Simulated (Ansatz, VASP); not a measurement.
# B4N3: VASP beside Ansatz

INCAR

```
SYSTEM = B4N3
ALGO = Normal
EDIFF = 1E-6
ENCUT = 520
GGA = PE
ISIF = 2
ISMEAR = 0
LASPH = .True.
LCHARG = .False.
LREAL = .False.
LWAVE = .False.
NBANDS = 22
NELM = 100
PREC = Accurate
SIGMA = 0.2
```

KPOINTS

```
k-points
0
Gamma
  6 6 6
  0 0 0
```

Contents of POSCAR:

```
B4N3
1.0
    3.6056927096      0.0000000000      0.0000000000
    0.0000000000      3.6056927096      0.0000000000
    0.0000000000      0.0000000000      3.6056927096
B N
4 3
Direct
    0.7386647501      0.2613352499      0.7386647501
    0.2613352499      0.7386647501      0.7386647501
    0.7386647501      0.7386647501      0.2613352499
    0.2613352499      0.2613352499      0.2613352499
    0.5000000000      0.5000000000      0.0000000000
    0.5000000000      0.0000000000      0.5000000000
    0.0000000000      0.5000000000      0.5000000000
```

Input for Ansatz:

```yaml
crystal:
  lattice:
    - [3.6056927096, 0.0, 0.0]
    - [0.0, 3.6056927096, 0.0]
    - [0.0, 0.0, 3.6056927096]
  atoms:
    - { symbol: B, position: [0.7386647501, 0.2613352499, 0.7386647501] }
    - { symbol: B, position: [0.2613352499, 0.7386647501, 0.7386647501] }
    - { symbol: B, position: [0.7386647501, 0.7386647501, 0.2613352499] }
    - { symbol: B, position: [0.2613352499, 0.2613352499, 0.2613352499] }
    - { symbol: "N", position: [0.5, 0.5, 0.0] }
    - { symbol: "N", position: [0.5, 0.0, 0.5] }
    - { symbol: "N", position: [0.0, 0.5, 0.5] }
basis:
  ecutwfc: 420
kpoints:
  mp_grid: { grid: [6, 6, 6] }
hamiltonian:
  xc: pbe
scf:
  occupations: { method: gaussian, width: 0.2 }
  lower_state_search: "off"
output:
  forces: true
  stress: true
  eigenvalues: true
```

Alike in both runs: task single point; functional PBE; k mesh 6 × 6 × 6; occupations gaussian, width 0.2 eV; no spin polarisation.

|  | VASP | Ansatz |
| --- | --- | --- |
| version | VASP 6.6.1 | Ansatz 0.2.0 |
| potentials or method | VASP PAW PBE potentials, release 64 (B, N), cutoff 520 eV | scalar-relativistic, plane waves, PAW |
| valence electrons in the cell | 27 | 27 |

Ansatz gave:

* gap on the k mesh at the Fermi level (eV): none
* pressure (GPa): 0.0
* rms of the force components (eV/Å): 0.006

Task: Estimate VASP's values.

Result: gap on the k mesh at the Fermi level (eV): none; pressure (GPa): 0.2; rms of the force components (eV/Å): 0.002.

Atom by atom the forces differ by 0.003 eV/Å (rms over components). A gap of «none» marks a metal or a gap that the smearing closes.
